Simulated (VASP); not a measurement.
Runs of VASP 6.6.1 on TeRu. The structure is that of space group F-43m (No. 216), or close to it. The cells are those of the table. 

```csv
cell,gap on the mesh (eV),pressure (GPa)
"a = 4.081 Å, angles 60.0°, 2 atoms",none,(a)
"a = 4.165 Å, angles 60.0°, 2 atoms",none,-2.1
"a = 4.137 Å, angles 60.0°, 2 atoms",none,-0.2
"a = 4.192 Å, angles 60.0°, 2 atoms",none,-3.9
"a = 4.109 Å, angles 60.0°, 2 atoms",none,2.1
"a = 4.232 Å, angles 60.0°, 2 atoms",none,(b)
```

Alike in all rows: task single point; level r2SCAN; potentials or basis VASP PAW PBE potentials, release 64 (Ru_pv, Te); no spin polarisation; k mesh 10 × 10 × 10; cutoff (eV) 520; smearing gaussian 0.05 eV.

**Question.** Estimate the missing entries.

**Answer.** (a) 4.5; (b) -6.1.

Caveats: the PAW data sets were made with another functional, which shifts forces and pressure a little; spin-orbit coupling is left out, which moves the levels of the heavy elements.

A k mesh can miss the band edges, and the runs leave out spin-orbit coupling on Ru, Te.

A gap of «none» marks levels without a gap at the run's occupations.
